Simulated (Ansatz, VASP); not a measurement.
**Two plane-wave programs on Al3BiO**

The input INCAR:

```
SYSTEM = Al3BiO
PREC = Accurate
ENCUT = 600
EDIFF = 1E-7
ISMEAR = 0
SIGMA = 0.1
LREAL = .False.
LASPH = .True.
NELM = 80
ALGO = Normal
ISIF = 3
LWAVE = .False.
LCHARG = .False.
GGA = PE
IBRION = 2
NSW = 100
EDIFFG = -0.01
```

The input KPOINTS:

```
Automatic mesh
0
Gamma
  8 8 8
  0 0 0
```

File POSCAR:

```
Al3BiO
1.0
    4.5015607128      0.0000000000      0.0000000000
    0.0000000000      4.5015607128      0.0000000000
    0.0000000000      0.0000000000      4.5015607128
Al Bi O
3 1 1
Direct
    0.5000000000      0.5000000000      0.0000000000
    0.5000000000      0.0000000000      0.5000000000
    0.0000000000      0.5000000000      0.5000000000
    0.0000000000      0.0000000000      0.0000000000
    0.5000000000      0.5000000000      0.5000000000
```

Input for Ansatz:

```yaml
crystal:
  lattice:
    - [4.5015607128, 0.0, 0.0]
    - [0.0, 4.5015607128, 0.0]
    - [0.0, 0.0, 4.5015607128]
  atoms:
    - { symbol: Al, position: [0.5, 0.5, 0.0] }
    - { symbol: Al, position: [0.5, 0.0, 0.5] }
    - { symbol: Al, position: [0.0, 0.5, 0.5] }
    - { symbol: Bi, position: [0.0, 0.0, 0.0] }
    - { symbol: O, position: [0.5, 0.5, 0.5] }
basis:
  ecutwfc: 420
kpoints:
  mp_grid: { grid: [8, 8, 8] }
hamiltonian:
  xc: pbe
scf:
  occupations: { method: gaussian, width: 0.1 }
output:
  forces: true
  stress: true
  eigenvalues: true
  write_density: true
  write_potential: true
  elf: true
  volumetric_format: npy
relax:
  adjacent_minimum: "off"
  f_tol: 0.01
  max_steps: 80
  cell: { stress_tol: 0.05 }
```

Change from the starting cell: species swapped into the Pr3AlC type (Pm-3m, No. 221).

Alike in both runs: task relaxation of cell and atoms; functional PBE; k mesh 8 × 8 × 8; occupations gaussian, width 0.1 eV; no spin polarisation.

|  | VASP | Ansatz |
| --- | --- | --- |
| version | VASP 6.6.1 | Ansatz 0.2.0 |
| potentials or method | VASP PAW PBE potentials, release 64 (Al, Bi_d, O), cutoff 600 eV | scalar-relativistic, plane waves, PAW |
| valence electrons in the cell | 30 | 30 |

VASP gave:

- gap on the k mesh at the Fermi level, each at its own relaxed structure (eV): none
- relaxed volume (Å³/atom): 18.28
- relaxed cell length with the largest relative difference (Å): 4.505

What did Ansatz give for the same quantities?

gap on the k mesh at the Fermi level, each at its own relaxed structure (eV): none; relaxed volume (Å³/atom): 18.30; relaxed cell length with the largest relative difference (Å): 4.506.

A gap of «none» marks a metal or a gap that the smearing closes.

Spin-orbit coupling is off throughout.
